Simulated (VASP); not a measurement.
# PbS: single point with PBE

Crystal: PbS.

```xyz
2
Lattice="3.2414 0.0000 0.0000 -1.6207 2.8071 0.0000 0.0000 0.0000 5.1869" Properties=species:S:1:pos:R:3 pbc="T T T"
Pb    0.0000    0.0000    2.5934
S     1.6207    0.9357    0.0000
```

The cell was generated, and may not be a known phase.

| Item | Value |
| --- | --- |
| Program | VASP 6.6.1 |
| Task | single point |
| Functional | PBE |
| Potentials or basis | VASP PAW PBE potentials, release 64 (Pb_d, S) |
| Cutoff | 520 eV |
| k mesh | 6 × 6 × 4 |
| Occupations | gaussian, width 0.1 eV |
| Spin | no spin polarisation |

| Quantity | Value |
| --- | --- |
| Pressure | 2.2 GPa |
| Band gap on the k mesh | zero (bands 10 and 11 overlap by 2.51 eV) |

Stress tensor (GPa, compression positive):
```
 5.86  0.00  0.00
 0.00  5.86  0.00
 0.00  0.00 -5.15
```

Levels at points of the mesh, in eV from the Fermi level:
```tsv
k point	band 7	band 8	band 9	band 10	band 11	band 12	band 13	band 14
(0.00, 0.00, 0.00)	-9.47	-4.88	1.09	1.09	5.20	7.98	8.68	8.68
(0.50, 0.00, 0.00)	-7.21	-3.57	-2.11	-2.07	-0.26	1.97	5.58	6.74
(0.00, 0.00, 0.50)	-11.19	-1.02	0.64	1.13	1.13	8.48	8.92	8.92
(0.50, 0.00, 0.50)	-7.02	-4.40	-4.31	-0.01	0.70	4.29	4.59	7.26
```

Wall time 12 s on 1 thread of Intel(R) Xeon(R) Platinum 8259CL CPU @ 2.50GHz (Skylake/Cascade Lake), on a shared host, peak memory 0.16 GiB.

Caveat: the k points lie up to 0.37 Å⁻¹ apart, too coarse for converged energies and pressures of a metal; spin-orbit coupling is left out, which moves the levels of the heavy elements.
